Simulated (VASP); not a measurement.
# NaMg2Si2 (P4/mmm) in VASP: further runs

NaMg2Si2 is run at these levels: PBE; tasks: single point, relaxation of cell and atoms.

Program: VASP 6.6.1. These are calculated values, not measurements. Logs are shortened: lines on timing, memory, paths and dates and some standing lists are left out, and cuts for length are marked.

## Step 1: The cell of the first run

It takes space group P4/mmm (No. 123, tetragonal). Conventional cell: a = 3.804 Å, b = 3.804 Å, c = 9.826 Å, α = 90.00°, β = 90.00°, γ = 90.00°. Within 4.4 Å of Na (site symmetry 4/mmm) lie 2 Mg at 3.37 Å and 4 Na at 3.80 Å. Within 3.6 Å of Mg (site symmetry 4mm) lie 4 Si at 2.71 Å and 1 Mg at 3.08 Å and 1 Na at 3.37 Å. Within 3.1 Å of Si (site symmetry 4mm) lie 1 Si at 2.35 Å and 4 Mg at 2.71 Å.

## Step 2: Single point, PBE

INCAR

```
SYSTEM = NaMg2Si2
ALGO     = Normal         ! electronic algorithm
EDIFF    = 1E-7           ! SCF threshold, eV
ENCUT    = 520            ! plane-wave cutoff, eV
GGA      = PE             ! functional
ISIF     = 2              ! what is computed and relaxed
ISMEAR   = 0              ! smearing method
LASPH    = .True.         ! aspherical terms in the spheres
LCHARG   = .False.        ! write CHGCAR
LREAL    = .False.        ! projectors in reciprocal space
LWAVE    = .False.        ! write WAVECAR
NBANDS   = 18             ! bands
NELM     = 100            ! most SCF steps
PREC     = Accurate       ! precision mode
SIGMA    = 0.1            ! smearing width, eV
```

KPOINTS

```
k-points
0
Gamma
  10 10 4
  0 0 0
```

POSCAR

```
NaMg2Si2
1.0
    3.8036306911      0.0000000000      0.0000000000
    0.0000000000      3.8036306911      0.0000000000
    0.0000000000      0.0000000000      9.8257329217
Na Mg Si
1 2 2
Direct
    0.0000000000      0.0000000000      0.5000000000
    0.0000000000      0.0000000000      0.8432219072
    0.0000000000      0.0000000000      0.1567780928
    0.5000000000      0.5000000000      0.8805846599
    0.5000000000      0.5000000000      0.1194153401
```

Potentials or basis: VASP PAW PBE potentials, release 64 (Na_pv, Mg, Si).

On the command line:

```sh
cat potpaw_PBE.64/Na_pv/POTCAR potpaw_PBE.64/Mg/POTCAR potpaw_PBE.64/Si/POTCAR > POTCAR
mpirun -np 1 vasp_std > vasp.out
```

OUTCAR:

```text
SYSTEM = NaMg2Si2
   EDIFF = 1E-7
   ENCUT = 520
   GGA = PE
   ISIF = 2
   ISMEAR = 0
   LASPH = .True.
   LREAL = .False.
   NELM = 100
   PREC = Accurate

 ion  position               nearest neighbor table
   1  0.000  0.000  0.500-
   2  0.000  0.000  0.843-   4 2.71   4 2.71   4 2.71   4 2.71   3 3.08
   3  0.000  0.000  0.157-   5 2.71   5 2.71   5 2.71   5 2.71   2 3.08
   4  0.500  0.500  0.881-   5 2.35   2 2.71   2 2.71   2 2.71   2 2.71
   5  0.500  0.500  0.119-   4 2.35   3 2.71   3 2.71   3 2.71   3 2.71

  LATTYP: Found a simple tetragonal cell.
 ALAT       =     3.8036306911
 C/A-ratio  =     2.5832510356

  Lattice vectors:

 A1 = (   3.8036306911,   0.0000000000,   0.0000000000)
 A2 = (   0.0000000000,   3.8036306911,   0.0000000000)
 A3 = (   0.0000000000,   0.0000000000,   9.8257329217)

Analysis of symmetry for initial positions (statically):
=====================================================================
 Subroutine PRICEL returns:
 Original cell was already a primitive cell.

 Routine SETGRP: Setting up the symmetry group for a
 simple tetragonal supercell.

 Subroutine GETGRP returns: Found 16 space group operations
 (whereof 16 operations were pure point group operations)
 out of a pool of 16 trial point group operations.

The static configuration has the point symmetry D_4h.

Analysis of symmetry for dynamics (positions and initial velocities):
=====================================================================
 Subroutine PRICEL returns:
 Original cell was already a primitive cell.

 Routine SETGRP: Setting up the symmetry group for a
 simple tetragonal supercell.

 Subroutine GETGRP returns: Found 16 space group operations
 (whereof 16 operations were pure point group operations)
 out of a pool of 16 trial point group operations.

The dynamic configuration has the point symmetry D_4h.

 Subroutine INISYM returns: Found 16 space group operations
 (whereof 16 operations are pure point group operations),
 and found     1 'primitive' translations

----------------------------------------------------------------------------------------

                                     Primitive cell

  volume of cell :     142.1548

  direct lattice vectors                    reciprocal lattice vectors
     3.803630691  0.000000000  0.000000000     0.262906702  0.000000000  0.000000000
     0.000000000  3.803630691  0.000000000     0.000000000  0.262906702  0.000000000
     0.000000000  0.000000000  9.825732922     0.000000000  0.000000000  0.101773578

  length of vectors
     3.803630691  3.803630691  9.825732922     0.262906702  0.262906702  0.101773578

  position of ions in fractional coordinates (direct lattice)
     0.000000000  0.000000000  0.500000000
     0.000000000  0.000000000  0.843221907
     0.000000000  0.000000000  0.156778093
     0.500000000  0.500000000  0.880584660
     0.500000000  0.500000000  0.119415340

  ion indices of the primitive-cell ions
   primitive index   ion index
                 1           1
                 2           2
                 3           3
                 4           4
                 5           5

----------------------------------------------------------------------------------------

 KPOINTS: k-points

Automatic generation of k-mesh.
 Grid dimensions read from file:
 generate k-points for:   10   10    4

 Generating k-lattice:

  Cartesian coordinates                     Fractional coordinates (reciprocal lattice)
     0.026290670  0.000000000  0.000000000     0.100000000  0.000000000  0.000000000
     0.000000000  0.026290670  0.000000000     0.000000000  0.100000000  0.000000000
     0.000000000  0.000000000  0.025443395     0.000000000  0.000000000  0.250000000

  Length of vectors
     0.026290670  0.026290670  0.025443395

  Shift w.r.t. Gamma in fractional coordinates (k-lattice)
     0.000000000  0.000000000  0.000000000

 Subroutine IBZKPT returns following result:
 ===========================================

 Found     63 irreducible k-points:

 Following reciprocal coordinates:
            Coordinates               Weight
  0.000000  0.000000  0.000000      1.000000
  0.100000  0.000000  0.000000      4.000000
  0.200000  0.000000  0.000000      4.000000
  0.300000  0.000000  0.000000      4.000000
  0.400000  0.000000  0.000000      4.000000
  0.500000  0.000000  0.000000      2.000000
[... 16 lines left out ...]
  0.100000  0.000000  0.250000      8.000000
  0.200000  0.000000  0.250000      8.000000
 [... further k-points ...]
   k-points           NKPTS =     63   k-points in BZ     NKDIM =     63   number of bands    NBANDS=     18
   number of dos      NEDOS =    301   number of ions     NIONS =      5
   total plane-waves  NPLWV =  62720
   dimension x,y,z NGX =    28 NGY =   28 NGZ =   80
   dimension x,y,z NGXF=    56 NGYF=   56 NGZF=  160
   ions per type =               1   2   2
   NGX,Y,Z   is equivalent  to a cutoff of  12.24, 12.24, 13.54 a.u.
   NGXF,Y,Z  is equivalent  to a cutoff of  24.48, 24.48, 27.07 a.u.
 SYSTEM =  NaMg2Si2
   PREC   = accura    normal or accurate (medium, high low for compatibility)
   ISTART =      0    job   : 0-new  1-cont  2-samecut
   ICHARG =      2    charge: 1-file 2-atom 10-const
   ISPIN  =      1    spin polarized calculation?
   LNONCOLLINEAR =      F non collinear calculations
   LSORBIT =      F    spin-orbit coupling
   LASPH  =      T    aspherical Exc in radial PAW
   ENCUT  =  520.0 eV  38.22 Ry    6.18 a.u.   7.07  7.07 18.27*2*pi/ulx,y,z
   NELM   =    100;   NELMIN=  2; NELMDL= -5     # of ELM steps
   EDIFF  = 0.1E-06   stopping-criterion for ELM
   LREAL  =      F    real-space projection
   EDIFFG = 0.1E-05   stopping-criterion for IOM
   NSW    =      0    number of steps for IOM
   IBRION =     -1    ionic relax: 0-MD 1-quasi-New 2-CG
   NFREE  =      0    steps in history (QN), initial steepest desc. (CG)
   ISIF   =      2    stress and relaxation
   ISYM   =      2    0-nonsym 1-usesym 2-fastsym
   POTIM  = 0.5000    time-step for ionic-motion
   TEBEG  =    0.0;   TEEND  =   0.0 temperature during run
   PSTRESS=    0.0 pullay stress
   NELECT =      19.0000    total number of electrons
   NUPDOWN=      -1.0000    fix difference up-down
   EMIN   =  10.00;   EMAX   =-10.00  energy-range for DOS
   EFERMI =   0.00;   METHOD = LEGACY
   ISMEAR =     0;   SIGMA  =   0.10  broadening in eV -4-tet -1-fermi 0-gaus
   EFERMI_NEDOS =   21; number of points for ismear=-14 and -15
   IALGO  =     38    algorithm
   IMIX   =      4    mixing-type and parameters
     AMIX     =   0.40;   BMIX     =  1.00
     AMIX_MAG =   1.60;   BMIX_MAG =  1.00
  volume/ion in A,a.u.               =      28.43       191.86
  Fermi-wavevector in a.u.,A,eV,Ry     =   0.837026  1.581749  9.532406  0.700612
  Thomas-Fermi vector in A             =   1.950847
   LORBIT       =      0    0 simple, 1 ext, 2 COOP (PROOUT), +10 PAW based schemes
   GGA     = PE    functional components
   LHFCALC =     F    Hartree Fock is set to
   AEXX    =    0.0000 exact exchange contribution
   IVDW    =     0    specifies the selected vdW correction
   LEPSILON=     F    determine dielectric tensor
   LRPA    =     F    only Hartree local field effects (RPA)
 non-spin polarized calculation
 Gauss-broadening in eV      SIGMA  =   0.10
  energy-cutoff  :      520.00
  volume of cell :      142.15
 maximum number of plane-waves:      3866
   NGX = 15   NGY = 15   NGZ = 37

 number of electron      18.9999999 magnetization

 Free energy of the ion-electron system (eV)
  ---------------------------------------------------
  ext. energy  EPLUGINS =         0.00000000
  ---------------------------------------------------
  free energy    TOTEN  =       -13.45920343 eV

  energy without entropy =      -13.44604025  energy(sigma->0) =      -13.45262184

 E-fermi :   2.1064     XC(G=0):  -7.6342

 val. band max:        2.0994879083   @ k =   0.4000   0.0000   0.5000
 cond. band min:       2.1172201551   @ k =   0.3000   0.0000   0.0000
 fundamental gap:      0.0177322468
 Fermi energy:         2.1064327571

 k-point     1 :       0.0000    0.0000    0.0000
  band No.  band energies     occupation
      1     -23.3760      2.00000
      2     -23.3536      2.00000
      3     -23.3536      2.00000
      4      -7.5929      2.00000
      5      -4.9947      2.00000
      6      -1.3343      2.00000
[... 10 lines left out ...]
     17       7.0157      0.00000
     18       8.8886      0.00000

 k-point     2 :       0.1000    0.0000    0.0000
  band No.  band energies     occupation
      1     -23.3758      2.00000
      2     -23.3550      2.00000
      3     -23.3535      2.00000
      4      -7.5154      2.00000
      5      -4.9091      2.00000
      6      -1.2598      2.00000
[... 10 lines left out ...]
     17       7.6676      0.00000
     18       8.3265      0.00000

 k-point     3 :       0.2000    0.0000    0.0000
  band No.  band energies     occupation
      1     -23.3755      2.00000
      2     -23.3586      2.00000
      3     -23.3532      2.00000
      4      -7.2927      2.00000
      5      -4.6595      2.00000
      6      -1.1194      2.00000
[... 10 lines left out ...]
     17       8.0027      0.00000
     18       8.2273      0.00000

 k-point     4 :       0.3000    0.0000    0.0000
  band No.  band energies     occupation
      1     -23.3751      2.00000
      2     -23.3630      2.00000
      3     -23.3528      2.00000
      4      -6.9614      2.00000
      5      -4.2763      2.00000
      6      -1.7219      2.00000
[... 375 lines left out ...]
      4      -7.5919      2.00000
      5      -5.0051      2.00000
      6      -1.1884      2.00000
[... 10 lines left out ...]
     17       6.9808      0.00000
     18       9.0217      0.00000

 k-point    23 :       0.1000    0.0000    0.2500
  band No.  band energies     occupation
      1     -23.3758      2.00000
      2     -23.3550      2.00000
      3     -23.3535      2.00000
      4      -7.5144      2.00000
      5      -4.9192      2.00000
      6      -1.1182      2.00000
[... 10 lines left out ...]
     17       7.5351      0.00000
     18       8.0868      0.00000

 k-point    24 :       0.2000    0.0000    0.2500
  band No.  band energies     occupation
      1     -23.3755      2.00000
      2     -23.3586      2.00000
      3     -23.3532      2.00000
      4      -7.2918      2.00000
      5      -4.6689      2.00000
      6      -1.0120      2.00000
[... 10 lines left out ...]
     17       7.4954      0.00000
     18       7.8838      0.00000

 [... further k-points ...]
[... 5 lines left out ...]
  --------------------------------------------------------------------------------------
  -------------------------------------------------------------------------------------
  Total       -0.0599015     -0.0599015     -0.0315767      0.0000000      0.0000000     -0.0000000
  in kB       -0.6751285     -0.6751285     -0.3558902      0.0000000      0.0000000     -0.0000000
  external PRESSURE =      -0.5687158 kB  Pullay stress =       0.0000000 kB

 VOLUME and BASIS-vectors are now :
 -----------------------------------------------------------------------------
  energy-cutoff  :      520.00
  volume of cell :      142.15
      direct lattice vectors                 reciprocal lattice vectors
     3.803630691  0.000000000  0.000000000     0.262906702  0.000000000  0.000000000
     0.000000000  3.803630691  0.000000000     0.000000000  0.262906702  0.000000000
     0.000000000  0.000000000  9.825732922     0.000000000  0.000000000  0.101773578

 POSITION                                       TOTAL-FORCE (eV/Angst)
 -----------------------------------------------------------------------------------
      0.00000      0.00000      4.91287         0.000000     -0.000000      0.000000
      0.00000      0.00000      8.28527         0.000000     -0.000000      0.006434
      0.00000      0.00000      1.54046        -0.000000     -0.000000     -0.006434
      1.90182      1.90182      8.65239         0.000000     -0.000000     -0.000811
      1.90182      1.90182      1.17334         0.000000      0.000000      0.000811
 -----------------------------------------------------------------------------------
    total drift:                               -0.000000     -0.000000     -0.000000

  FREE ENERGIE OF THE ION-ELECTRON SYSTEM (eV)
  ---------------------------------------------------
  free  energy   TOTEN  =       -13.4592034308 eV

  energy  without entropy=      -13.4460402545  energy(sigma->0) =      -13.45262184
```

Wall time 2.3 min (1 thread of Intel Xeon Platinum 8259CL at 2.50GHz (Skylake/Cascade Lake), shared host); peak memory 0.33 GiB.

Results:

```
Free energy   : -13.4592 eV
Pressure      : -0.1 GPa
Largest force : 0.006 eV/Å
```

Forces in eV/Å, atoms in the order of the input:
```
Na   0.000  0.000  0.000
Mg   0.000  0.000  0.006
Mg   0.000  0.000 -0.006
Si   0.000  0.000 -0.001
Si   0.000  0.000  0.001
```

## Step 3: Relaxation of cell and atoms, PBE

INCAR

```
SYSTEM = NaMg2Si2
PREC     = Accurate       ! precision mode
ENCUT    = 600            ! plane-wave cutoff, eV
EDIFF    = 1E-6           ! SCF threshold, eV
ISMEAR   = 0              ! smearing method
SIGMA    = 0.1            ! smearing width, eV
LREAL    = .FALSE.        ! projectors in reciprocal space
LASPH    = .TRUE.         ! aspherical terms in the spheres
NELM     = 100            ! most SCF steps
ALGO     = Normal         ! electronic algorithm
ISIF     = 3              ! what is computed and relaxed
LWAVE    = .FALSE.        ! write WAVECAR
LCHARG   = .FALSE.        ! write CHGCAR
GGA      = PE             ! functional
IBRION   = 2              ! ionic algorithm
NSW      = 100            ! ionic steps
EDIFFG   = -0.01          ! ionic threshold
```

KPOINTS

```
regular mesh
0
G
  10 10 4
  0 0 0
```

POSCAR

```
NaMg2Si2
1.0
    3.8036144026      0.0000000000      0.0000000000
    0.0000000000      3.8036144026      0.0000000000
    0.0000000000      0.0000000000      9.8236512358
Na Mg Si
1 2 2
Direct
    0.0000000000      0.0000000000      0.5000000000
    0.0000000000      0.0000000000      0.8421735432
    0.0000000000      0.0000000000      0.1578264568
    0.5000000000      0.5000000000      0.8817542470
    0.5000000000      0.5000000000      0.1182457530
```

Potentials or basis: VASP PAW PBE potentials, release 64 (Na_pv, Mg, Si).

On the command line:

```sh
cat potpaw_PBE.64/Na_pv/POTCAR potpaw_PBE.64/Mg/POTCAR potpaw_PBE.64/Si/POTCAR > POTCAR
mpirun -np 1 vasp_std > vasp.out
```

It took 6.3 min on 1 thread of Intel Xeon Platinum 8259CL at 2.50GHz (Skylake/Cascade Lake), shared host; peak memory 0.38 GiB.

Results (log left out):

```yaml
Free_energy: -13.4594 eV
Relaxed_volume: 28.39 Å³/atom
Relaxed_cell: a = 3.801 Å, b = 3.801 Å, c = 9.824 Å, α = 90.00°, β = 90.00°, γ = 90.00°
Space_group_after_relaxing_to_0.05_Å: P4/mmm (No. 123)
Energy_gained_by_relaxing: 0.5 meV/atom
Ionic_steps: 7
Pressure_after_relaxing: 0.0 GPa
Largest_force_after_relaxing: 0.004 eV/Å
```

Forces in eV/Å, atoms in the order of the input:
```
Na   0.000  0.000  0.000
Mg   0.000  0.000 -0.003
Mg   0.000  0.000  0.003
Si   0.000  0.000 -0.004
Si   0.000  0.000  0.004
```

Step by step:
| step | energy change (eV) | largest force (eV/Å) | pressure (GPa) | volume (Å³) |
| --- | --- | --- | --- | --- |
| 1 | 0.0000 | 0.1564 | 0.04 | 142.12 |
| 2 | -0.0019 | 0.0324 | -0.05 | 142.26 |
| 3 | -0.0019 | 0.0323 | -0.05 | 142.27 |
| 4 | -0.0020 | 0.0251 | -0.01 | 142.09 |
| 5 | -0.0021 | 0.0134 | 0.06 | 141.80 |
| 6 | -0.0022 | 0.0092 | 0.04 | 141.84 |
| 7 | -0.0023 | 0.0042 | 0.01 | 141.95 |

Final structure:
```xyz
5
Lattice="3.8012 0.0000 0.0000 0.0000 3.8012 0.0000 0.0000 0.0000 9.8238" Properties=species:S:1:pos:R:3 pbc="T T T"
Na    0.0000    0.0000    4.9119
Mg    3.8012    0.0000    8.2859
Mg    0.0000    0.0000    1.5379
Si    1.9006    1.9006    8.6508
Si    1.9006    1.9006    1.1730
```

Levels at points of the mesh, in eV from the Fermi level:
```tsv
k point	band 5	band 6	band 7	band 8	band 9	band 10	band 11	band 12	band 13
(0.00, 0.00, 0.00)	-7.11	-3.44	-0.58	-0.22	-0.22	0.21	1.42	1.81	1.81
(0.50, 0.00, 0.00)	-5.74	-5.00	-2.95	-1.81	-0.15	0.66	1.61	2.65	2.65
(0.50, 0.50, 0.00)	-4.57	-3.45	-3.45	-1.48	-1.48	-1.15	-0.67	0.92	2.31
(0.00, 0.00, 0.50)	-7.13	-3.10	-1.78	-0.22	-0.22	1.42	1.80	1.80	2.26
(0.50, 0.00, 0.50)	-5.75	-4.99	-3.01	-1.70	0.66	0.70	0.87	0.89	2.64
(0.50, 0.50, 0.50)	-4.58	-3.44	-3.44	-1.50	-1.50	-1.12	-0.63	0.70	2.93
```

## Step 4: Single point, PBE

INCAR

```
SYSTEM = NaMg2Si2
PREC = Accurate ; ENCUT = 520
EDIFF = 1E-6 ; ISMEAR = 0
SIGMA = 0.1 ; LREAL = .FALSE.
LASPH = .TRUE. ; NELM = 100
ALGO = Normal ; ISIF = 2
LWAVE = .FALSE. ; LCHARG = .FALSE.
GGA = PE ; NBANDS = 18
```

KPOINTS is that of step 3.

POSCAR

```
NaMg2Si2
1.0
    3.8036306911      0.0000000000      0.0000000000
    0.0000000000      3.8036306911      0.0000000000
    0.0000000000      0.0000000000      9.8257329217
Na Mg Si
1 2 2
Direct
    0.0000000000      0.0000000000      0.5000000000
    0.0000000000      0.0000000000      0.8432219072
    0.0000000000      0.0000000000      0.1567780928
    0.5000000000      0.5000000000      0.8805846599
    0.5000000000      0.5000000000      0.1194153401
```

On the command line:

```sh
cat potpaw_PBE.64/Na_pv/POTCAR potpaw_PBE.64/Mg/POTCAR potpaw_PBE.64/Si/POTCAR > POTCAR
mpirun -np 1 vasp_std > vasp.out
```

It took 2 min on 1 thread of Intel Xeon Platinum 8259CL at 2.50GHz (Skylake/Cascade Lake), shared host; peak memory 0.33 GiB.

Results (log left out):

```
Free energy   : -13.4592 eV
Pressure      : -0.1 GPa
Largest force : 0.007 eV/Å
```

Forces in eV/Å, atoms in the order of the input:
```
Na   0.000  0.000  0.000
Mg   0.000  0.000  0.007
Mg   0.000  0.000 -0.007
Si   0.000  0.000  0.000
Si   0.000  0.000  0.000
```

Levels at points of the mesh, in eV from the Fermi level:
| k point | band 6 | band 7 | band 8 | band 9 | band 10 | band 11 | band 12 | band 13 |
| --- | --- | --- | --- | --- | --- | --- | --- | --- |
| (0.00, 0.00, 0.00) | -3.44 | -0.57 | -0.22 | -0.22 | 0.21 | 1.42 | 1.80 | 1.80 |
| (0.50, 0.00, 0.00) | -4.99 | -2.94 | -1.81 | -0.15 | 0.65 | 1.61 | 2.64 | 2.65 |
| (0.50, 0.50, 0.00) | -3.44 | -3.44 | -1.48 | -1.48 | -1.15 | -0.67 | 0.91 | 2.30 |
| (0.00, 0.00, 0.50) | -3.10 | -1.78 | -0.22 | -0.22 | 1.42 | 1.80 | 1.80 | 2.25 |
| (0.50, 0.00, 0.50) | -4.98 | -3.01 | -1.70 | 0.65 | 0.70 | 0.87 | 0.89 | 2.64 |
| (0.50, 0.50, 0.50) | -3.44 | -3.44 | -1.50 | -1.50 | -1.12 | -0.63 | 0.70 | 2.93 |
